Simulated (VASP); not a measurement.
# SrO (dq5) (Fm-3m) in VASP: vibrations by perturbation theory with LDA

Aim: the vibrations by perturbation theory of SrO (dq5) with LDA.

Program: VASP 6.6.1. These are calculated values, not measurements. Logs are shortened: lines on timing, memory, paths and dates and some standing lists are left out, and cuts for length are marked.

## 1. The cell of the first run

It takes space group Fm-3m (No. 225, cubic). The conventional cell has a = 5.065 Å, b = 5.065 Å, c = 5.065 Å, α = 90.00°, β = 90.00°, γ = 90.00°. Within 3.3 Å of Sr (site symmetry m-3m) lie 6 O at 2.53 Å. O (site symmetry m-3m) has 6 Sr at 2.53 Å within 3.3 Å.

## 2. Vibrations by perturbation theory, LDA

Contents of INCAR:

```
SYSTEM = SrO
ALGO = Normal
EDIFF = 1E-8
ENCUT = 520
GGA = CA
IBRION = 8
ISIF = 2
ISMEAR = 0
LASPH = .TRUE.
LCHARG = .TRUE.
LEPSILON = .TRUE.
LREAL = .FALSE.
LWAVE = .FALSE.
NBANDS = 15
NELM = 80
NSW = 1
PREC = Accurate
SIGMA = 0.01
```

Contents of KPOINTS:

```
k-points
0
G
  6 6 6
  0 0 0
```

Contents of POSCAR:

```
SrO
1.0
    0.0000000000      2.5323443572      2.5323443572
    2.5323443572      0.0000000000      2.5323443572
    2.5323443572      2.5323443572      0.0000000000
Sr O
1 1
Direct
    0.0000000000      0.0000000000      0.0000000000
    0.5000000000      0.5000000000      0.5000000000
```

Potentials or basis: VASP PAW LDA potentials, release 64 (Sr_sv, O).

Launch:

```
> cat potpaw_LDA.64/Sr_sv/POTCAR potpaw_LDA.64/O/POTCAR > POTCAR
> mpirun -np 1 vasp_std > vasp.out
```

OUTCAR:

```text
SYSTEM = SrO
   EDIFF = 1E-8
   ENCUT = 520
   GGA = CA
   IBRION = 8
   ISIF = 2
   ISMEAR = 0
   LASPH = .TRUE.
   LEPSILON = .TRUE.
   LREAL = .FALSE.
   NELM = 80
   NSW = 1
   PREC = Accurate

 ion  position               nearest neighbor table
   1  0.000  0.000  0.000-   2 2.53   2 2.53   2 2.53   2 2.53   2 2.53   2 2.53
   2  0.500  0.500  0.500-   1 2.53   1 2.53   1 2.53   1 2.53   1 2.53   1 2.53

  LATTYP: Found a face centered cubic cell.
 ALAT       =     5.0646887144

  Lattice vectors:

 A1 = (   0.0000000000,   2.5323443572,   2.5323443572)
 A2 = (   2.5323443572,   0.0000000000,   2.5323443572)
 A3 = (   2.5323443572,   2.5323443572,   0.0000000000)

Analysis of symmetry for initial positions (statically):
=====================================================================
 Subroutine PRICEL returns:
 Original cell was already a primitive cell.

 Routine SETGRP: Setting up the symmetry group for a
 face centered cubic supercell.

 Subroutine GETGRP returns: Found 48 space group operations
 (whereof 48 operations were pure point group operations)
 out of a pool of 48 trial point group operations.

The static configuration has the point symmetry O_h .

Analysis of symmetry for dynamics (positions and initial velocities):
=====================================================================
 Subroutine PRICEL returns:
 Original cell was already a primitive cell.

 Routine SETGRP: Setting up the symmetry group for a
 face centered cubic supercell.

 Subroutine GETGRP returns: Found 48 space group operations
 (whereof 48 operations were pure point group operations)
 out of a pool of 48 trial point group operations.

The dynamic configuration has the point symmetry O_h .

 Subroutine INISYM returns: Found 48 space group operations
 (whereof 48 operations are pure point group operations),
 and found     1 'primitive' translations

----------------------------------------------------------------------------------------

                                     Primitive cell

  volume of cell :      32.4787

  direct lattice vectors                    reciprocal lattice vectors
     0.000000000  2.532344357  2.532344357    -0.197445501  0.197445501  0.197445501
     2.532344357  0.000000000  2.532344357     0.197445501 -0.197445501  0.197445501
     2.532344357  2.532344357  0.000000000     0.197445501  0.197445501 -0.197445501

  length of vectors
     3.581275735  3.581275735  3.581275735     0.341985639  0.341985639  0.341985639

  position of ions in fractional coordinates (direct lattice)
     0.000000000  0.000000000  0.000000000
     0.500000000  0.500000000  0.500000000

  ion indices of the primitive-cell ions
   primitive index   ion index
                 1           1
                 2           2

----------------------------------------------------------------------------------------

 KPOINTS: k-points

Automatic generation of k-mesh.
 Grid dimensions read from file:
 generate k-points for:    6    6    6

 Generating k-lattice:

[... 426 lines left out ...]

 Free energy of the ion-electron system (eV)
  ---------------------------------------------------
  ---------------------------------------------------
  free energy    TOTEN  =        -0.27952938 eV

  energy without entropy =       -0.27952938

------------------------ aborting loop because EDIFF is reached ----------------------------------------

--------------------------------------- Ionic step        2  -------------------------------------------

------------------------ aborting loop because EDIFF is reached ----------------------------------------

--------------------------------------- Ionic step        3  -------------------------------------------

------------------------ aborting loop because EDIFF is reached ----------------------------------------

 PIEZOELECTRIC TENSOR FIELD DIRECTION 3  (e Angst)
 -----------------------------------------------------------------------------
     0.00012  0.00000 -0.00000           ( -0.00002  0.00000 -0.00000)
     0.00000  0.00012  0.00000           (  0.00000 -0.00002  0.00000)
    -0.00000  0.00000 -0.00122           ( -0.00000  0.00000 -0.00001)

 PIEZOELECTRIC TENSOR FIELD DIRECTION 3  (C/m^2)
 -----------------------------------------------------------------------------
     0.00006  0.00000 -0.00000
     0.00000  0.00006  0.00000
    -0.00000  0.00000 -0.00060

--------------------------------------- Ionic step        4  -------------------------------------------

------------------------ aborting loop because EDIFF is reached ----------------------------------------

[... ionic steps 5 to 6 ...]

--------------------------------------- Ionic step        7  -------------------------------------------

 Free energy of the ion-electron system (eV)
  ---------------------------------------------------
  ---------------------------------------------------
  free energy    TOTEN  =        -0.35870203 eV

  energy without entropy =       -0.35870203

------------------------ aborting loop because EDIFF is reached ----------------------------------------

 INTERNAL STRAIN TENSOR  FOR ION    2  DIRECTION 1   (eV/Angst):
 -----------------------------------------------------------------------------
    -0.00072 -0.00000  0.00000
     0.00000 -0.00428  0.00000
     0.00000  0.00000 -0.00428

 MACROSCOPIC STATIC DIELECTRIC TENSOR (including local field effects in DFT)
 ------------------------------------------------------
           3.923157    -0.000000    -0.000000
          -0.000000     3.923157     0.000000
           0.000000    -0.000000     3.923157
 ------------------------------------------------------

 PIEZOELECTRIC TENSOR (including local field effects)  for field in x, y, z        (e  Angst)
          XX          YY          ZZ          XY          YZ          ZX
  --------------------------------------------------------------------------------
  x     0.00000     0.00000     0.00000     0.00000     0.00000     0.00000
  y     0.00000     0.00000     0.00000     0.00000     0.00000     0.00000
  z     0.00000     0.00000     0.00000     0.00000     0.00000     0.00000

 PIEZOELECTRIC TENSOR (including local field effects)  for field in x, y, z        (C/m^2)
          XX          YY          ZZ          XY          YZ          ZX
  --------------------------------------------------------------------------------
  x     0.00000     0.00000     0.00000     0.00000     0.00000     0.00000
  y     0.00000     0.00000     0.00000     0.00000     0.00000     0.00000
  z     0.00000     0.00000     0.00000     0.00000     0.00000     0.00000

 BORN EFFECTIVE CHARGES (including local field effects) (in |e|, cummulative output)
 ---------------------------------------------------------------------------------
 ion    1
    1     2.48611     0.00000     0.00000
    2    -0.00000     2.48611     0.00000
    3     0.00000    -0.00000     2.48611
 ion    2
    1    -2.48611    -0.00000    -0.00000
    2     0.00000    -2.48611    -0.00000
    3    -0.00000     0.00000    -2.48611

 INTERNAL STRAIN TENSOR FOR ION    2 for displacements in x,y,z  (eV/Angst):
          X           Y           Z          XY          YZ          ZX
  --------------------------------------------------------------------------------
  x     0.00000     0.00000     0.00000     0.00000     0.00000     0.00000
  y     0.00000     0.00000     0.00000     0.00000     0.00000     0.00000
  z     0.00000     0.00000     0.00000     0.00000     0.00000     0.00000

 SECOND DERIVATIVES (NOT SYMMETRIZED)
 ------------------------------------
               1X          1Y          1Z          2X          2Y          2Z
  1X    -2.498359    0.000000    0.000000    2.498359    0.000000    0.000000
  1Y     0.000000   -2.498359    0.000000    0.000000    2.498359    0.000000
  1Z     0.000000    0.000000   -2.498359    0.000000    0.000000    2.498359
  2X     2.482719    0.000000    0.000000   -2.482719    0.000000    0.000000
  2Y     0.000000    2.482719    0.000000    0.000000   -2.482719    0.000000
  2Z     0.000000    0.000000    2.482719    0.000000    0.000000   -2.482719

 Eigenvectors and eigenvalues of the dynamical matrix
 ----------------------------------------------------

   1 f  =    6.700174 THz    42.098435 2PiTHz  223.493748 cm-1    27.709681 meV
             X         Y         Z           dx          dy          dz
      0.000000  0.000000  0.000000    -0.103249   -0.380227    0.000000
      2.532344  2.532344  2.532344     0.240858    0.886992    0.000000
[... 21 lines left out ...]
   6 f/i=    0.007618 THz     0.047867 2PiTHz    0.254118 cm-1     0.031507 meV
             X         Y         Z           dx          dy          dz
      0.000000  0.000000  0.000000     0.880029   -0.260900    0.047413
      2.532344  2.532344  2.532344     0.377242   -0.111840    0.020324

--------------------------------------------------------------------------------------------------------

 MACROSCOPIC STATIC DIELECTRIC TENSOR IONIC CONTRIBUTION
 ------------------------------------------------------
          13.826575    -0.000000     0.000000
          -0.000000    13.826575     0.000000
           0.000000     0.000000    13.826575
 ------------------------------------------------------

 ELASTIC MODULI CONTR FROM IONIC RELAXATION (kBar)
 Direction    XX          YY          ZZ          XY          YZ          ZX
 --------------------------------------------------------------------------------
 XX           0.0000      0.0000      0.0000      0.0000      0.0000      0.0000
 YY           0.0000      0.0000      0.0000      0.0000      0.0000      0.0000
 ZZ           0.0000      0.0000      0.0000      0.0000      0.0000      0.0000
 XY           0.0000      0.0000      0.0000      0.0000      0.0000      0.0000
 YZ           0.0000      0.0000      0.0000      0.0000      0.0000      0.0000
 ZX           0.0000      0.0000      0.0000      0.0000      0.0000      0.0000
 --------------------------------------------------------------------------------

 PIEZOELECTRIC TENSOR IONIC CONTR  for field in x, y, z        (C/m^2)
          XX          YY          ZZ          XY          YZ          ZX
  --------------------------------------------------------------------------------
  x     0.00000     0.00000     0.00000     0.00000     0.00000     0.00000
  y     0.00000     0.00000     0.00000     0.00000     0.00000     0.00000
  z     0.00000     0.00000     0.00000     0.00000     0.00000     0.00000
```

It took 4.4 min on 1 thread of AMD EPYC 7R43 (Zen 3), shared host; peak memory 0.15 GiB.

What came out:

```
Electronic dielectric tensor (diagonal)                 : 3.92
Born charges (mean of the diagonal)                     : Sr +2.49; O -2.49 e
Highest phonon frequency at Γ, LO-TO splitting left out : 223 cm⁻¹
```

Phonon frequencies in cm⁻¹ (negative: imaginary):
```csv
q point,frequencies
"(0.000, 0.000, 0.000)",0 0 0 223 223 223
```

Electronic dielectric tensor:
```
3.92 0.00 0.00
0.00 3.92 0.00
0.00 0.00 3.92
```

Born effective charge tensors (e):
atom 1, Sr
```
2.49 0.00 0.00
0.00 2.49 0.00
0.00 0.00 2.49
```
atom 2, O
```
-2.49  0.00  0.00
 0.00 -2.49  0.00
 0.00  0.00 -2.49
```
